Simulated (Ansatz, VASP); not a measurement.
## C8N: VASP beside Ansatz

The input INCAR:

```
ALGO = Normal ; DIPOL = 0.5 0.5 0.311
EDIFF = 1E-6 ; ENCUT = 520
GGA = PE ; IDIPOL = 3
ISIF = 2 ; ISMEAR = 0
IVDW = 12 ; LASPH = T
LCHARG = T ; LDIPOL = T
LELF = T ; LREAL = Auto
LVACPOTAV = T ; LVHAR = T
LWAVE = F ; NBANDS = 52
NELM = 80 ; PREC = Accurate
SIGMA = 0.05
```

Contents of KPOINTS:

```
k-points
0
Gamma
  6 6 1
```

Contents of POSCAR:

```
C8N
1.0
    4.9298867130      0.0000000000      0.0000000000
   -0.0081547558      4.4132984516      0.0000000000
    0.0000000000      0.0000000000     23.6150337471
C N
16 2
Direct
    0.3745684085      0.7405378974      0.1693836241
    0.8745684085      0.7405378974      0.1693836241
    0.1243974091      0.6365956441      0.1924179608
    0.6243974091      0.6365956441      0.1924179608
    0.1240513173      0.4291046681      0.2385492690
    0.6240513173      0.4291046681      0.2385492690
    0.3738803179      0.3251624149      0.2615836057
    0.8738803179      0.3251624149      0.2615836057
    0.3735338584      0.1126520408      0.3077166148
    0.8735338584      0.1126520408      0.3077166148
    0.1233638388      0.0072945126      0.3296949545
    0.6233638388      0.0072945126      0.3296949545
    0.1229920122      0.7810454900      0.3756054437
    0.6229920122      0.7810454900      0.3756054437
    0.3728273188      0.6826774530      0.3944535437
    0.8728273188      0.6826774530      0.3944535437
    0.4978273188      0.9326774530      0.5087874900
    0.4978273188      0.9326774530      0.5553679867
```

Input for Ansatz:

```yaml
crystal:
  lattice:
    - [4.929886713, 0.0, 0.0]
    - [-0.0081547558, 4.4132984516, 0.0]
    - [0.0, 0.0, 23.6150337471]
  atoms:
    - { symbol: C, position: [0.3745684085, 0.7405378974, 0.1693836241] }
    - { symbol: C, position: [0.8745684085, 0.7405378974, 0.1693836241] }
    - { symbol: C, position: [0.1243974091, 0.6365956441, 0.1924179608] }
    - { symbol: C, position: [0.6243974091, 0.6365956441, 0.1924179608] }
    - { symbol: C, position: [0.1240513173, 0.4291046681, 0.238549269] }
    - { symbol: C, position: [0.6240513173, 0.4291046681, 0.238549269] }
    - { symbol: C, position: [0.3738803179, 0.3251624149, 0.2615836057] }
    - { symbol: C, position: [0.8738803179, 0.3251624149, 0.2615836057] }
    - { symbol: C, position: [0.3735338584, 0.1126520408, 0.3077166148] }
    - { symbol: C, position: [0.8735338584, 0.1126520408, 0.3077166148] }
    - { symbol: C, position: [0.1233638388, 0.0072945126, 0.3296949545] }
    - { symbol: C, position: [0.6233638388, 0.0072945126, 0.3296949545] }
    - { symbol: C, position: [0.1229920122, 0.78104549, 0.3756054437] }
    - { symbol: C, position: [0.6229920122, 0.78104549, 0.3756054437] }
    - { symbol: C, position: [0.3728273188, 0.682677453, 0.3944535437] }
    - { symbol: C, position: [0.8728273188, 0.682677453, 0.3944535437] }
    - { symbol: "N", position: [0.4978273188, 0.932677453, 0.50878749] }
    - { symbol: "N", position: [0.4978273188, 0.932677453, 0.5553679867] }
basis:
  ecutwfc: 420
kpoints:
  mp_grid: { grid: [6, 6, 1] }
hamiltonian:
  xc: pbe
  pseudopotentials: { kind: paw, azcp: { folder: soft_1 } }
  dispersion: d3bj
scf:
  occupations: { method: gaussian, width: 0.05 }
output:
  forces: true
  eigenvalues: true
efield:
  axis: 3
  dipole_correction: true
  ramp_width: 0.04
```

Alike in both runs: task single point; functional PBE; dispersion D3(BJ); k mesh 6 × 6 × 1; occupations gaussian, width 0.05 eV; no spin polarisation.

|  | VASP | Ansatz |
| --- | --- | --- |
| version | VASP 6.6.1 | Ansatz 0.2.0 |
| potentials or method | VASP PAW PBE potentials, release 64 (C, N), cutoff 520 eV | scalar-relativistic, plane waves, PAW |
| valence electrons in the cell | 74 | 74 |

```csv
,VASP,Ansatz,Ansatz less VASP
gap on the k mesh at the Fermi level (eV),none,none,-
rms of the force components (eV/Å),0.830,0.733,-0.0969
"work function, face that differs most (eV)",6.34,6.34,+0.001
```

Atom by atom the forces differ by 0.346 eV/Å (rms over components). A gap of «none» marks a metal or a gap that the smearing closes.

Noted on VASP's run: the standard files for N, O and F lose accuracy on very short bonds.
